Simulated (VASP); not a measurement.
**SiO2: single point with PBE**

The system is SiO2.

```
CELL_PARAMETERS angstrom
4.20778 0.00000 0.00000
0.00000 4.20778 0.00000
0.00000 0.00000 2.68547
ATOMIC_POSITIONS crystal
Si 0.00000 0.00000 0.00000
Si 0.50000 0.50000 0.50000
O 0.30670 0.30670 0.00000
O 0.19330 0.80670 0.50000
O 0.69330 0.69330 0.00000
O 0.80670 0.19330 0.50000
```

This cell differs from its parent crystal: volume scaled by 1.02.

- Program: VASP 6.6.1
- Task: single point
- Functional: PBE
- Potentials or basis: VASP PAW PBE potentials, release 64 (Si, O)
- Cutoff: 520 eV
- k mesh: 6 × 6 × 9
- Occupations: fermi-dirac, width 0.03 eV
- Spin: no spin polarisation
- Dipole correction: no
- Further INCAR settings: ALGO = Normal; EDIFF = 1e-06; NBANDS = 25

```json
{
 "Pressure": "4.5 GPa",
 "Largest force": "0.104 eV/Å",
 "Band gap on the k mesh": "5.26 eV, direct"
}
```

Forces on the atoms (eV/Å):
```
Si   0.000  0.000  0.000
Si   0.000  0.000  0.000
O   -0.073 -0.073  0.000
O    0.073 -0.073  0.000
O    0.073  0.073  0.000
O   -0.073  0.073  0.000
```

Stress tensor (GPa, compression positive):
```
4.52 0.00 0.00
0.00 4.52 0.00
0.00 0.00 4.33
```

Levels at points of the mesh, in eV from the valence-band top:
| k point | band 12 | band 13 | band 14 | band 15 | band 16 | band 17 | band 18 | band 19 | band 20 | band 21 |
| --- | --- | --- | --- | --- | --- | --- | --- | --- | --- | --- |
| (0.00, 0.00, 0.00) | -3.09 | -2.53 | -0.86 | -0.86 | 0.00 | 5.26 | 6.60 | 8.35 | 8.35 | 11.12 |
| (0.50, 0.00, 0.00) | -3.77 | -2.66 | -2.66 | -1.05 | -1.05 | 7.46 | 7.46 | 8.93 | 8.93 | 10.91 |
| (0.50, 0.50, 0.00) | -3.21 | -2.59 | -2.59 | -2.20 | -2.20 | 7.16 | 7.16 | 9.87 | 9.87 | 12.91 |

It took 24 s on 1 thread of Intel(R) Xeon(R) Platinum 8559C (Emerald Rapids), with other jobs on the host, peak memory 0.17 GiB.

 A k mesh can miss the band edges.
